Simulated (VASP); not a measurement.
Set up this calculation in VASP 6.6.1, as the native input.

| Item | Value |
| --- | --- |
| Task | single point |
| Functional | PBEsol |
| Dispersion | D3(BJ) |
| Potentials or basis | VASP PAW PBE potentials, release 64 (P) |
| Cutoff | 520 eV |
| k mesh | 12 × 12 × 12 |
| Occupations | gaussian, width 0.15 eV |
| Spin | no spin polarisation |
| Dipole correction | no |
| Further INCAR settings | ALGO = Normal; EDIFF = 1e-07; NBANDS = 30 |

The structure of P lies in POSCAR:

```
P
1.0
    0.0000000000     -4.7809616574      0.0000000000
   -4.7809616574      0.0000000000      0.0000000000
    0.0000000000      0.0000000000     -4.7812968384
P
8
Direct
    0.5000000000      0.5000000000      0.5000000000
    0.5000000000      0.5000000000      0.0000000000
    0.0000000000      0.5000000000      0.5000000000
    0.0000000000      0.5000000000      0.0000000000
    0.5000000000      0.0000000000      0.5000000000
    0.5000000000      0.0000000000      0.0000000000
    0.0000000000      0.0000000000      0.5000000000
    0.0000000000      0.0000000000      0.0000000000
```

This isn't the form of P at room conditions, which is orthorhombic.

These files were run (other wordings do the same):

INCAR

```
ALGO = Normal
EDIFF = 1E-7
ENCUT = 520
GGA = PS
ISIF = 2
ISMEAR = 0
IVDW = 12
LASPH = True
LCHARG = False
LREAL = False
LWAVE = False
NBANDS = 30
NELM = 80
PREC = Accurate
SIGMA = 0.15
```

KPOINTS

```
k-points
0
Gamma
  12 12 12
```

Potentials or basis: VASP PAW PBE potentials, release 64 (P).

The run is started by

```sh
$ cat potpaw_PBE.64/P/POTCAR > POTCAR
$ mpirun -np 1 vasp_std > vasp.out
```

It gave:

```yaml
Pressure: 0.1 GPa
Band_gap_on_the_k_mesh: zero (bands 20 and 21 overlap by 2.70 eV)
Dispersion_energy_per_atom: -0.415 eV
```

Caveat: the PAW data sets were made with another functional, which shifts forces and pressure a little.

Run time: 5.1 min on 1 thread of Intel(R) Xeon(R) Platinum 8259CL CPU @ 2.50GHz (Skylake/Cascade Lake), with other jobs on the host, peak memory 0.51 GiB.
